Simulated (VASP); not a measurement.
Runs of VASP 6.6.1 on Cu. The structure is that of space group I4/mmm (No. 139), or close to it. The cells are those of the table. 

```tsv
cell	further INCAR settings	gap on the mesh (eV)	pressure (GPa)
a = 2.677, b = 2.677, c = 2.309 Å, angles 64.5, 64.5, 51.1°, 1 atom	ALGO = Fast; EDIFF = 1e-06; NBANDS = 12	none	6.7
a = 2.749, b = 2.749, c = 2.245 Å, angles 65.9, 65.9, 48.2°, 1 atom	ALGO = Fast; EDIFF = 1e-06; NBANDS = 12	none	(a)
a = 2.619, b = 2.619, c = 2.371 Å, angles 63.1, 63.1, 53.8°, 1 atom	ALGO = Fast; EDIFF = 1e-07; NBANDS = 12	none	3.4
a = 2.455, b = 2.455, c = 2.737 Å, angles 56.1, 56.1, 67.8°, 1 atom	ALGO = Fast; EDIFF = 1e-06; NBANDS = 12	none	(b)
a = 2.469, b = 2.469, c = 2.660 Å, angles 57.4, 57.4, 65.2°, 1 atom	ALGO = Fast; EDIFF = 1e-07; NBANDS = 12	none	1.5
```

Alike in all rows: task single point; level PBEsol; potentials or basis VASP PAW PBE potentials, release 64 (Cu); no spin polarisation; k mesh 32 × 32 × 32; cutoff (eV) 520; smearing gaussian 0.15 eV.

Task: Estimate the missing entries.

Result: (a) 13.1; (b) 1.6.

Caveats: the PAW data sets were made with another functional, which shifts forces and pressure a little; the stress differs along the axes, from -17 to 18 GPa (at least some runs); the stress differs along the axes, from -22 to 31 GPa (at least some runs); the stress differs along the axes, from -10 to 10 GPa (at least some runs).

A gap of «none» marks levels without a gap at the run's occupations.
